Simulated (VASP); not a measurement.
# Pt (C2/c) in VASP: a series of runs

Runs on Pt. Level: LDA. Tasks: single point.

Program: VASP 6.6.1. These are calculated values, not measurements. Logs are shortened: lines on timing, memory, paths and dates and some standing lists are left out, and cuts for length are marked.

**1. The cell of the first run**

The typed cell holds 2 atoms: a = 3.473 Å, b = 3.473 Å, c = 3.671 Å, α = 90.00°, β = 90.00°, γ = 134.72°.

**2. Single point, LDA**

The input, INCAR:

```
SYSTEM = Pt
  ALGO = Normal
  EDIFF = 1E-6
  ENCUT = 520
  ISIF = 2
  ISMEAR = -1
  ISYM = 0
  LASPH = .True.
  LCHARG = .False.
  LREAL = .False.
  LWAVE = .False.
  NBANDS = 17
  NELM = 60
  PREC = Accurate
  SIGMA = 0.1
```

The input, KPOINTS:

```
k-points
0
Gamma
  13 13 9
  0 0 0
```

The input, POSCAR:

```
Pt
1.0
   -2.0924080664      2.4404153740      1.3138813035
    2.4404153740     -2.0924080664      1.3138813035
    2.5512733479      2.5512733479     -0.6765052824
Pt
2
Direct
    0.0162919124      0.9837080876      1.0000000000
    0.7337080876      0.2662919124      0.5000000000
```

Potentials or basis: VASP PAW LDA potentials, release 64 (Pt).

Run with:

```
$ cat potpaw_LDA.64/Pt/POTCAR > POTCAR
$ mpirun -np 1 vasp_std > vasp.out
```

OUTCAR:

```text
SYSTEM = Pt
   EDIFF = 1E-6
   ENCUT = 520
   ISIF = 2
   ISMEAR = -1
   ISYM = 0
   LASPH = .True.
   LREAL = .False.
   NELM = 60
   PREC = Accurate

 ion  position               nearest neighbor table
   1  0.016  0.984  0.000-   2 2.58   2 2.58   2 2.66   2 2.66   2 2.66   2 2.66
   2  0.734  0.266  0.500-   1 2.58   1 2.58   1 2.66   1 2.66   1 2.66   1 2.66

IMPORTANT INFORMATION: All symmetrisations will be switched off!
NOSYMM: (Re-)initialisation of all symmetry stuff for point group C_1.

----------------------------------------------------------------------------------------

                                     Primitive cell

  volume of cell :      31.4558

  direct lattice vectors                    reciprocal lattice vectors
    -2.092408066  2.440415374  1.313881304    -0.061563927  0.159049122  0.367641444
     2.440415374 -2.092408066  1.313881304     0.159049122 -0.061563927  0.367641444
     2.551273348  2.551273348 -0.676505282     0.189331818  0.189331818 -0.050148256

  length of vectors
     3.472762991  3.472762991  3.670919611     0.405273947  0.405273947  0.272411310

  position of ions in fractional coordinates (direct lattice)
     0.016291912  0.983708088  1.000000000
     0.733708088  0.266291912  0.500000000

  ion indices of the primitive-cell ions
   primitive index   ion index
                 1           1
                 2           2

----------------------------------------------------------------------------------------

 KPOINTS: k-points

Automatic generation of k-mesh.
 Grid dimensions read from file:
 generate k-points for:   13   13    9

 Generating k-lattice:

  Cartesian coordinates                     Fractional coordinates (reciprocal lattice)
    -0.004735687  0.012234548  0.028280111     0.076923077  0.000000000 -0.000000000
     0.012234548 -0.004735687  0.028280111     0.000000000  0.076923077 -0.000000000
     0.021036869  0.021036869 -0.005572028     0.000000000  0.000000000  0.111111111

  Length of vectors
     0.031174919  0.031174919  0.030267923

  Shift w.r.t. Gamma in fractional coordinates (k-lattice)
     0.000000000  0.000000000  0.000000000

 Subroutine IBZKPT returns following result:
 ===========================================

 Found    761 irreducible k-points:

 Following reciprocal coordinates:
            Coordinates               Weight
  0.000000  0.000000  0.000000      1.000000
  0.076923  0.000000  0.000000      2.000000
 -0.000000 -0.076923 -0.000000      2.000000
  0.153846  0.000000  0.000000      2.000000
 -0.000000 -0.153846  0.000000      2.000000
  0.230769  0.000000 -0.000000      2.000000
[... 16 lines left out ...]
  0.461538  0.076923  0.000000      2.000000
 -0.076923 -0.461538  0.000000      2.000000
 [... further k-points ...]
   k-points           NKPTS =    761   k-points in BZ     NKDIM =    761   number of bands    NBANDS=     17
   number of dos      NEDOS =    301   number of ions     NIONS =      2
   total plane-waves  NPLWV =  21952
   dimension x,y,z NGX =    28 NGY =   28 NGZ =   28
   dimension x,y,z NGXF=    56 NGYF=   56 NGZF=   56
   ions per type =               2
   NGX,Y,Z   is equivalent  to a cutoff of  13.40, 13.40, 12.68 a.u.
   NGXF,Y,Z  is equivalent  to a cutoff of  26.81, 26.81, 25.36 a.u.
 SYSTEM =  Pt
   PREC   = accura    normal or accurate (medium, high low for compatibility)
   ISTART =      0    job   : 0-new  1-cont  2-samecut
   ICHARG =      2    charge: 1-file 2-atom 10-const
   ISPIN  =      1    spin polarized calculation?
   LNONCOLLINEAR =      F non collinear calculations
   LSORBIT =      F    spin-orbit coupling
   LASPH  =      T    aspherical Exc in radial PAW
   ENCUT  =  520.0 eV  38.22 Ry    6.18 a.u.   6.46  6.46  6.83*2*pi/ulx,y,z
   NELM   =     60;   NELMIN=  2; NELMDL= -5     # of ELM steps
   EDIFF  = 0.1E-05   stopping-criterion for ELM
   LREAL  =      F    real-space projection
   EDIFFG = 0.1E-04   stopping-criterion for IOM
   NSW    =      0    number of steps for IOM
   IBRION =     -1    ionic relax: 0-MD 1-quasi-New 2-CG
   NFREE  =      0    steps in history (QN), initial steepest desc. (CG)
   ISIF   =      2    stress and relaxation
   ISYM   =      0    0-nonsym 1-usesym 2-fastsym
   POTIM  = 0.5000    time-step for ionic-motion
   TEBEG  =    0.0;   TEEND  =   0.0 temperature during run
   PSTRESS=    0.0 pullay stress
   NELECT =      20.0000    total number of electrons
   NUPDOWN=      -1.0000    fix difference up-down
   EMIN   =  10.00;   EMAX   =-10.00  energy-range for DOS
   EFERMI =   0.00;   METHOD = LEGACY
   ISMEAR =    -1;   SIGMA  =   0.10  broadening in eV -4-tet -1-fermi 0-gaus
   EFERMI_NEDOS =   21; number of points for ismear=-14 and -15
   IALGO  =     38    algorithm
   IMIX   =      4    mixing-type and parameters
     AMIX     =   0.40;   BMIX     =  1.00
     AMIX_MAG =   1.60;   BMIX_MAG =  1.00
  volume/ion in A,a.u.               =      15.73       106.14
  Fermi-wavevector in a.u.,A,eV,Ry     =   1.407725  2.660214 26.962512  1.981689
  Thomas-Fermi vector in A             =   2.529955
   LORBIT       =      0    0 simple, 1 ext, 2 COOP (PROOUT), +10 PAW based schemes
   GGA     = CA    functional components
   LHFCALC =     F    Hartree Fock is set to
   AEXX    =    0.0000 exact exchange contribution
   IVDW    =     0    specifies the selected vdW correction
   LEPSILON=     F    determine dielectric tensor
   LRPA    =     F    only Hartree local field effects (RPA)
 non-spin polarized calculation
  energy-cutoff  :      520.00
  volume of cell :       31.46
 maximum number of plane-waves:       863
 NGX is ok and might be reduce to    28
   NGX = 13   NGY = 13   NGZ = 13

 number of electron      20.0000002 magnetization

 Free energy of the ion-electron system (eV)
  ---------------------------------------------------
  ext. energy  EPLUGINS =         0.00000000
  ---------------------------------------------------
  free energy    TOTEN  =       -14.67200378 eV

  energy without entropy =      -14.60052521  energy(sigma->0) =      -14.63626450

 E-fermi :  10.5532     XC(G=0): -13.3754

 val. band max:       10.5518974714   @ k =  -0.0769  -0.1538   0.4444
 cond. band min:      10.5533892989   @ k =  -0.3846   0.3077   0.4444
 fundamental gap:      0.0014918275
 Fermi energy:        10.5531901406

 k-point     1 :       0.0000    0.0000    0.0000
  band No.  band energies     occupation
      1       0.5804      2.00000
      2       3.6019      2.00000
      3       4.6044      2.00000
      4       4.7419      2.00000
      5       5.8068      2.00000
      6       8.1692      2.00000
[... 9 lines left out ...]
     16      27.1420      0.00000
     17      28.5212      0.00000

 k-point     2 :       0.0769    0.0000    0.0000
  band No.  band energies     occupation
      1       0.7804      2.00000
      2       3.7047      2.00000
      3       4.7609      2.00000
      4       4.7756      2.00000
      5       5.9586      2.00000
      6       7.9491      2.00000
[... 9 lines left out ...]
     16      27.3166      0.00000
     17      27.8762      0.00000

 k-point     3 :      -0.0000   -0.0769   -0.0000
  band No.  band energies     occupation
      1       0.7804      2.00000
      2       3.7047      2.00000
      3       4.7609      2.00000
      4       4.7756      2.00000
      5       5.9586      2.00000
      6       7.9491      2.00000
[... 9 lines left out ...]
     16      27.3166      0.00000
     17      27.8762      0.00000

 k-point     4 :       0.1538    0.0000    0.0000
  band No.  band energies     occupation
      1       1.3499      2.00000
      2       3.9632      2.00000
      3       4.7980      2.00000
      4       5.2449      2.00000
      5       6.4079      2.00000
      6       7.3244      2.00000
[... 9 lines left out ...]
     16      26.6792      0.00000
     17      27.7388      0.00000

 k-point     5 :      -0.0000   -0.1538    0.0000
  band No.  band energies     occupation
      1       1.3499      2.00000
      2       3.9632      2.00000
      3       4.7980      2.00000
      4       5.2449      2.00000
      5       6.4079      2.00000
      6       7.3244      2.00000
[... 9 lines left out ...]
     16      26.6792      0.00000
     17      27.7387      0.00000

 k-point     6 :       0.2308    0.0000   -0.0000
  band No.  band energies     occupation
      1       2.1834      2.00000
      2       4.2478      2.00000
      3       4.8046      2.00000
      4       5.7969      2.00000
      5       6.4871      2.00000
      6       6.8299      2.00000
[... 9 lines left out ...]
     16      26.3027      0.00000
     17      28.0225      0.00000
[... 281 lines left out ...]
 k-point    21 :       0.3846    0.0769   -0.0000
  band No.  band energies     occupation
      1       3.8513      2.00000
      2       4.2204      2.00000
      3       4.3571      2.00000
      4       5.2157      2.00000
      5       6.6719      2.00000
      6       7.7261      2.00000
[... 9 lines left out ...]
     16      23.7764      0.00000
     17      27.1603      0.00000

 k-point    22 :      -0.0769   -0.3846    0.0000
  band No.  band energies     occupation
      1       3.8513      2.00000
      2       4.2204      2.00000
      3       4.3571      2.00000
      4       5.2157      2.00000
      5       6.6719      2.00000
      6       7.7261      2.00000
[... 9 lines left out ...]
     16      23.7764      0.00000
     17      27.1603      0.00000

 k-point    23 :       0.4615    0.0769    0.0000
  band No.  band energies     occupation
      1       3.8778      2.00000
      2       4.1538      2.00000
      3       4.4401      2.00000
      4       5.0222      2.00000
      5       7.1906      2.00000
      6       8.1547      2.00000
[... 9 lines left out ...]
     16      23.7735      0.00000
     17      26.8578      0.00000

 k-point    24 :      -0.0769   -0.4615    0.0000
  band No.  band energies     occupation
      1       3.8778      2.00000
      2       4.1538      2.00000
      3       4.4401      2.00000
      4       5.0222      2.00000
      5       7.1906      2.00000
      6       8.1547      2.00000
[... 9 lines left out ...]
     16      23.7735      0.00000
     17      26.8578      0.00000

 [... further k-points ...]

------------------------ aborting loop because EDIFF is reached ----------------------------------------

  FORCE on cell =-STRESS in cart. coord.  units (eV):
  Direction    XX          YY          ZZ          XY          YZ          ZX
  --------------------------------------------------------------------------------------
  -------------------------------------------------------------------------------------
  Total        0.1051441      0.1051401      0.1367288      0.0290198      0.0024708      0.0024696
  in kB        5.3554280      5.3552247      6.9641657      1.4781004      0.1258474      0.1257847
  external PRESSURE =       5.8916062 kB  Pullay stress =       0.0000000 kB

 VOLUME and BASIS-vectors are now :
 -----------------------------------------------------------------------------
  energy-cutoff  :      520.00
  volume of cell :       31.46
      direct lattice vectors                 reciprocal lattice vectors
    -2.092408066  2.440415374  1.313881304    -0.061563927  0.159049122  0.367641444
     2.440415374 -2.092408066  1.313881304     0.159049122 -0.061563927  0.367641444
     2.551273348  2.551273348 -0.676505282     0.189331818  0.189331818 -0.050148256

 POSITION                                       TOTAL-FORCE (eV/Angst)
 -----------------------------------------------------------------------------------
      2.36657     -2.01856      1.31388         0.004554     -0.004553      0.000000
      0.39028      2.50900      0.97563        -0.004554      0.004553     -0.000000
 -----------------------------------------------------------------------------------
    total drift:                               -0.000016      0.000019     -0.000001

  FREE ENERGIE OF THE ION-ELECTRON SYSTEM (eV)
  ---------------------------------------------------
  free  energy   TOTEN  =       -14.6720037809 eV

  energy  without entropy=      -14.6005252094  energy(sigma->0) =      -14.63626450
```

Wall time 8 min (1 thread of AMD EPYC 7R13 (Zen 3), shared host); peak memory 0.39 GiB.

Results:

| Property | Result |
| --- | --- |
| Free energy | -14.6720 eV |
| Pressure | 0.6 GPa |
| Largest force | 0.006 eV/Å |
| Band gap on the k mesh | zero (band 10 reaches 11.42 eV, above the bottom of band 11 at 9.73 eV) |

Forces on the atoms (eV/Å):
```
Pt   0.005 -0.005  0.000
Pt  -0.005  0.005  0.000
```

Caveat: spin-orbit coupling is left out, which moves the levels of the heavy elements.

[end of part 1 of 2]
